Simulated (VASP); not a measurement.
# ZrB2 (P6/mmm) in VASP: a series of runs

ZrB2 is run at these levels: PBE, LDA; tasks: single point.

Everything below comes from runs of VASP 6.6.1. Logs are shortened: lines on timing, memory, paths and dates and some standing lists are left out, and cuts for length are marked.

## (1) The cell of the first run

The structure is hexagonal, space group P6/mmm (No. 191). The conventional cell has a = 3.170 Å, b = 3.170 Å, c = 3.533 Å, α = 90.00°, β = 90.00°, γ = 120.00°. Within 3.4 Å of Zr (site symmetry 6/mmm) lie 12 B at 2.54 Å and 6 Zr at 3.17 Å. Within 2.4 Å of B (site symmetry -6m2) lie 3 B at 1.83 Å.

## (2) Single point, PBE

File INCAR:

```
PREC = Accurate ; ENCUT = 520
EDIFF = 1E-6 ; ISMEAR = -1
SIGMA = 0.05 ; LREAL = False
LASPH = True ; NELM = 100
ALGO = Normal ; ISIF = 2
LWAVE = False ; LCHARG = False
GGA = PE ; NBANDS = 16
```

File KPOINTS:

```
regular mesh
0
Gamma
  10 10 8
```

File POSCAR:

```
ZrB2
1.0
    3.1700000000      0.0000000000      0.0000000000
   -1.5850000000      2.7453000000      0.0000000000
    0.0000000000      0.0000000000      3.5330000000
Zr B
1 2
Direct
    0.0000000000      0.0000000000      0.0000000000
    0.3333333333      0.6666666667      0.5000000000
    0.6666666667      0.3333333333      0.5000000000
```

Potentials or basis: VASP PAW PBE potentials, release 64 (Zr_sv, B).

The run is started by

```
$ cat potpaw_PBE.64/Zr_sv/POTCAR potpaw_PBE.64/B/POTCAR > POTCAR
$ mpirun -np 1 vasp_std > vasp.out
```

OUTCAR:

```text
PREC = Accurate
   ENCUT = 520
   EDIFF = 1E-6
   ISMEAR = -1
   LREAL = False
   LASPH = True
   NELM = 100
   ISIF = 2
   GGA = PE

 ion  position               nearest neighbor table
   1  0.000  0.000  0.000-   2 2.54   2 2.54   3 2.54   3 2.54   2 2.54   3 2.54   2 2.54   3 2.54
                             3 2.54   3 2.54   2 2.54   2 2.54
   2  0.333  0.667  0.500-   3 1.83   3 1.83   3 1.83   1 2.54   1 2.54   1 2.54   1 2.54   1 2.54
                             1 2.54
   3  0.667  0.333  0.500-   2 1.83   2 1.83   2 1.83   1 2.54   1 2.54   1 2.54   1 2.54   1 2.54
                             1 2.54

  LATTYP: Found a hexagonal cell.
 ALAT       =     3.1700000000
 C/A-ratio  =     1.1145110410

  Lattice vectors:

 A1 = (   3.1700000000,   0.0000000000,   0.0000000000)
 A2 = (  -1.5850000000,   2.7453000000,   0.0000000000)
 A3 = (   0.0000000000,   0.0000000000,   3.5330000000)

Analysis of symmetry for initial positions (statically):
=====================================================================
 Subroutine PRICEL returns:
 Original cell was already a primitive cell.

 Routine SETGRP: Setting up the symmetry group for a
 hexagonal supercell.

 Subroutine GETGRP returns: Found 24 space group operations
 (whereof 24 operations were pure point group operations)
 out of a pool of 24 trial point group operations.

The static configuration has the point symmetry D_6h.

Analysis of symmetry for dynamics (positions and initial velocities):
=====================================================================
 Subroutine PRICEL returns:
 Original cell was already a primitive cell.

 Routine SETGRP: Setting up the symmetry group for a
 hexagonal supercell.

 Subroutine GETGRP returns: Found 24 space group operations
 (whereof 24 operations were pure point group operations)
 out of a pool of 24 trial point group operations.

The dynamic configuration has the point symmetry D_6h.

 Subroutine INISYM returns: Found 24 space group operations
 (whereof 24 operations are pure point group operations),
 and found     1 'primitive' translations

----------------------------------------------------------------------------------------

                                     Primitive cell

  volume of cell :      30.7463

  direct lattice vectors                    reciprocal lattice vectors
     3.170000000  0.000000000  0.000000000     0.315457413  0.182129458  0.000000000
    -1.585000000  2.745300000  0.000000000     0.000000000  0.364258915  0.000000000
     0.000000000  0.000000000  3.533000000     0.000000000  0.000000000  0.283045570

  length of vectors
     3.170000000  3.169999541  3.533000000     0.364258862  0.364258915  0.283045570

  position of ions in fractional coordinates (direct lattice)
     0.000000000  0.000000000  0.000000000
     0.333333333  0.666666667  0.500000000
     0.666666667  0.333333333  0.500000000

  ion indices of the primitive-cell ions
   primitive index   ion index
                 1           1
                 2           2
                 3           3

----------------------------------------------------------------------------------------

 KPOINTS: regular mesh

Automatic generation of k-mesh.
 Grid dimensions read from file:
 generate k-points for:   10   10    8

 Generating k-lattice:

  Cartesian coordinates                     Fractional coordinates (reciprocal lattice)
     0.031545741  0.018212946  0.000000000     0.100000000  0.000000000  0.000000000
     0.000000000  0.036425892  0.000000000     0.000000000  0.100000000  0.000000000
     0.000000000  0.000000000  0.035380696     0.000000000  0.000000000  0.125000000

  Length of vectors
     0.036425886  0.036425892  0.035380696

  Shift w.r.t. Gamma in fractional coordinates (k-lattice)
     0.000000000  0.000000000  0.000000000

 Subroutine IBZKPT returns following result:
 ===========================================

 Found     70 irreducible k-points:

 Following reciprocal coordinates:
            Coordinates               Weight
  0.000000  0.000000  0.000000      1.000000
  0.100000  0.000000  0.000000      6.000000
  0.200000  0.000000  0.000000      6.000000
  0.300000  0.000000  0.000000      6.000000
  0.400000  0.000000  0.000000      6.000000
  0.500000  0.000000  0.000000      3.000000
[... 16 lines left out ...]
  0.300000  0.100000  0.125000     24.000000
  0.400000  0.100000  0.125000     24.000000
 [... further k-points ...]
   k-points           NKPTS =     70   k-points in BZ     NKDIM =     70   number of bands    NBANDS=     16
   number of dos      NEDOS =    301   number of ions     NIONS =      3
   total plane-waves  NPLWV =  16128
   dimension x,y,z NGX =    24 NGY =   24 NGZ =   28
   dimension x,y,z NGXF=    48 NGYF=   48 NGZF=   56
   ions per type =               1   2
   NGX,Y,Z   is equivalent  to a cutoff of  12.59, 12.59, 13.18 a.u.
   NGXF,Y,Z  is equivalent  to a cutoff of  25.17, 25.17, 26.35 a.u.
 SYSTEM =  unknown system
   PREC   = accura    normal or accurate (medium, high low for compatibility)
   ISTART =      0    job   : 0-new  1-cont  2-samecut
   ICHARG =      2    charge: 1-file 2-atom 10-const
   ISPIN  =      1    spin polarized calculation?
   LNONCOLLINEAR =      F non collinear calculations
   LSORBIT =      F    spin-orbit coupling
   LASPH  =      T    aspherical Exc in radial PAW
   ENCUT  =  520.0 eV  38.22 Ry    6.18 a.u.   5.89  5.89  6.57*2*pi/ulx,y,z
   NELM   =    100;   NELMIN=  2; NELMDL= -5     # of ELM steps
   EDIFF  = 0.1E-05   stopping-criterion for ELM
   LREAL  =      F    real-space projection
   EDIFFG = 0.1E-04   stopping-criterion for IOM
   NSW    =      0    number of steps for IOM
   IBRION =     -1    ionic relax: 0-MD 1-quasi-New 2-CG
   NFREE  =      0    steps in history (QN), initial steepest desc. (CG)
   ISIF   =      2    stress and relaxation
   ISYM   =      2    0-nonsym 1-usesym 2-fastsym
   POTIM  = 0.5000    time-step for ionic-motion
   TEBEG  =    0.0;   TEEND  =   0.0 temperature during run
   PSTRESS=    0.0 pullay stress
   NELECT =      18.0000    total number of electrons
   NUPDOWN=      -1.0000    fix difference up-down
   EMIN   =  10.00;   EMAX   =-10.00  energy-range for DOS
   EFERMI =   0.00;   METHOD = LEGACY
   ISMEAR =    -1;   SIGMA  =   0.05  broadening in eV -4-tet -1-fermi 0-gaus
   EFERMI_NEDOS =   21; number of points for ismear=-14 and -15
   IALGO  =     38    algorithm
   IMIX   =      4    mixing-type and parameters
     AMIX     =   0.40;   BMIX     =  1.00
     AMIX_MAG =   1.60;   BMIX_MAG =  1.00
  volume/ion in A,a.u.               =      10.25        69.16
  Fermi-wavevector in a.u.,A,eV,Ry     =   1.369519  2.588016 25.518850  1.875583
  Thomas-Fermi vector in A             =   2.495387
   LORBIT       =      0    0 simple, 1 ext, 2 COOP (PROOUT), +10 PAW based schemes
   GGA     = PE    functional components
   LHFCALC =     F    Hartree Fock is set to
   AEXX    =    0.0000 exact exchange contribution
   IVDW    =     0    specifies the selected vdW correction
   LEPSILON=     F    determine dielectric tensor
   LRPA    =     F    only Hartree local field effects (RPA)
 non-spin polarized calculation
  energy-cutoff  :      520.00
  volume of cell :       30.75
 maximum number of plane-waves:       844
 NGX is ok and might be reduce to    24
   NGX = 11   NGY = 11   NGZ = 13

 number of electron      18.0000000 magnetization

 Free energy of the ion-electron system (eV)
  ---------------------------------------------------
  ext. energy  EPLUGINS =         0.00000000
  ---------------------------------------------------
  free energy    TOTEN  =       -24.97582195 eV

  energy without entropy =      -24.97298765  energy(sigma->0) =      -24.97440480

 E-fermi :  10.4386     XC(G=0): -12.4435

 val. band max:       10.4031828358   @ k =   0.2000   0.2000   0.1250
 cond. band min:      10.5987835919   @ k =   0.1000   0.0000   0.5000
 fundamental gap:      0.1956007561
 Fermi energy:        10.4386456516

 k-point     1 :       0.0000    0.0000    0.0000
  band No.  band energies     occupation
      1     -38.1093      2.00000
      2     -16.2911      2.00000
      3     -15.7450      2.00000
      4     -15.7450      2.00000
      5      -2.2017      2.00000
      6       7.8957      2.00000
[... 8 lines left out ...]
     15      15.6745      0.00000
     16      15.6745      0.00000

 k-point     2 :       0.1000    0.0000    0.0000
  band No.  band energies     occupation
      1     -38.0983      2.00000
      2     -16.2747      2.00000
      3     -15.8409      2.00000
      4     -15.7658      2.00000
      5      -2.0023      2.00000
      6       7.3254      2.00000
[... 8 lines left out ...]
     15      16.3354      0.00000
     16      16.8603      0.00000

 k-point     3 :       0.2000    0.0000    0.0000
  band No.  band energies     occupation
      1     -38.0694      2.00000
      2     -16.2316      2.00000
      3     -16.0849      2.00000
      4     -15.8198      2.00000
      5      -1.4357      2.00000
      6       6.0655      2.00000
[... 8 lines left out ...]
     15      17.2969      0.00000
     16      18.1354      0.00000

 k-point     4 :       0.3000    0.0000    0.0000
  band No.  band energies     occupation
      1     -38.0335      2.00000
      2     -16.3733      2.00000
      3     -16.1778      2.00000
      4     -15.8857      2.00000
      5      -0.5730      2.00000
      6       4.6243      2.00000
[... 8 lines left out ...]
     15      18.2920      0.00000
     16      20.4211      0.00000
[... 324 lines left out ...]
 k-point    22 :       0.2000    0.1000    0.1250
  band No.  band energies     occupation
      1     -38.0432      2.00000
      2     -16.2579      2.00000
      3     -16.2329      2.00000
      4     -15.8830      2.00000
      5      -0.7538      2.00000
      6       5.2911      2.00000
[... 8 lines left out ...]
     15      17.7648      0.00000
     16      19.1118      0.00000

 k-point    23 :       0.3000    0.1000    0.1250
  band No.  band energies     occupation
      1     -38.0106      2.00000
      2     -16.4825      2.00000
      3     -16.1932      2.00000
      4     -15.9594      2.00000
      5       0.1609      2.00000
      6       3.8823      2.00000
[... 8 lines left out ...]
     15      18.0425      0.00000
     16      20.9179      0.00000

 k-point    24 :       0.4000    0.1000    0.1250
  band No.  band energies     occupation
      1     -37.9903      2.00000
      2     -16.6245      2.00000
      3     -16.1610      2.00000
      4     -16.0061      2.00000
      5       1.2634      2.00000
      6       2.5208      2.00000
[... 8 lines left out ...]
     15      18.8021      0.00000
     16      20.6112      0.00000

 [... further k-points ...]
[... 5 lines left out ...]
  --------------------------------------------------------------------------------------
  -------------------------------------------------------------------------------------
  Total        0.1045406      0.1045405      0.3300201      0.0000000      0.0000000     -0.0000000
  in kB        5.4475683      5.4475662     17.1972232      0.0000000      0.0000000     -0.0000000
  external PRESSURE =       9.3641192 kB  Pullay stress =       0.0000000 kB

 VOLUME and BASIS-vectors are now :
 -----------------------------------------------------------------------------
  energy-cutoff  :      520.00
  volume of cell :       30.75
      direct lattice vectors                 reciprocal lattice vectors
     3.170000000  0.000000000  0.000000000     0.315457413  0.182129458  0.000000000
    -1.585000000  2.745300000  0.000000000     0.000000000  0.364258915  0.000000000
     0.000000000  0.000000000  3.533000000     0.000000000  0.000000000  0.283045570

 POSITION                                       TOTAL-FORCE (eV/Angst)
 -----------------------------------------------------------------------------------
      0.00000      0.00000      0.00000        -0.000000      0.000000      0.000000
     -0.00000      1.83020      1.76650        -0.000000      0.000000      0.000000
      1.58500      0.91510      1.76650         0.000000     -0.000000      0.000000
 -----------------------------------------------------------------------------------
    total drift:                               -0.000000      0.000000      0.000000

  FREE ENERGIE OF THE ION-ELECTRON SYSTEM (eV)
  ---------------------------------------------------
  free  energy   TOTEN  =       -24.9758219477 eV

  energy  without entropy=      -24.9729876524  energy(sigma->0) =      -24.97440480
```

Run time: 41 s. Hardware: 1 thread of AMD EPYC 7R13 (Zen 3), shared host; peak memory 0.13 GiB.

What came out:

```
Free energy            : -24.9758 eV
Pressure               : 0.9 GPa
Band gap on the k mesh : zero (band 9 reaches 11.10 eV, above the bottom of band 10 at 10.29 eV)
```

## (3) Single point, LDA

File INCAR:

```
PREC = Accurate
ENCUT = 520
EDIFF = 1E-6
ISMEAR = -1
SIGMA = 0.05
LREAL = F
LASPH = T
NELM = 100
ALGO = Normal
ISIF = 2
LWAVE = F
LCHARG = T
LELF = T
LVHAR = T
NBANDS = 16
```

KPOINTS is that of step 2.

POSCAR is that of step 2.

Potentials or basis: VASP PAW LDA potentials, release 64 (Zr_sv, B).

The run is started by

```
$ cat potpaw_LDA.64/Zr_sv/POTCAR potpaw_LDA.64/B/POTCAR > POTCAR
$ mpirun -np 1 vasp_std > vasp.out
```

Wall time 45 s (1 thread of AMD EPYC 7R13 (Zen 3), shared host); peak memory 0.12 GiB.

The run converged. Its results:

| Property | Result |
| --- | --- |
| Free energy | -27.4529 eV |
| Pressure | -8.3 GPa |
| Band gap on the k mesh | zero (band 9 reaches 11.02 eV, above the bottom of band 10 at 10.22 eV) |

Stress tensor (GPa, compression positive):
```
-8.64  0.00  0.00
 0.00 -8.64  0.00
 0.00  0.00 -7.71
```

Levels at points of the mesh, in eV from the Fermi level:
| k point | band 7 | band 8 | band 9 | band 10 | band 11 | band 12 |
| --- | --- | --- | --- | --- | --- | --- |
| (0.00, 0.00, 0.00) | -2.53 | -2.49 | -2.20 | 3.47 | 3.47 | 4.24 |
| (0.50, 0.00, 0.00) | -3.79 | -2.93 | -2.59 | 2.35 | 2.38 | 5.00 |
| (0.00, 0.00, 0.50) | -0.85 | -0.85 | 0.41 | 0.41 | 0.85 | 0.85 |
| (0.50, 0.00, 0.50) | -4.49 | -4.02 | -1.84 | 3.80 | 4.28 | 5.38 |
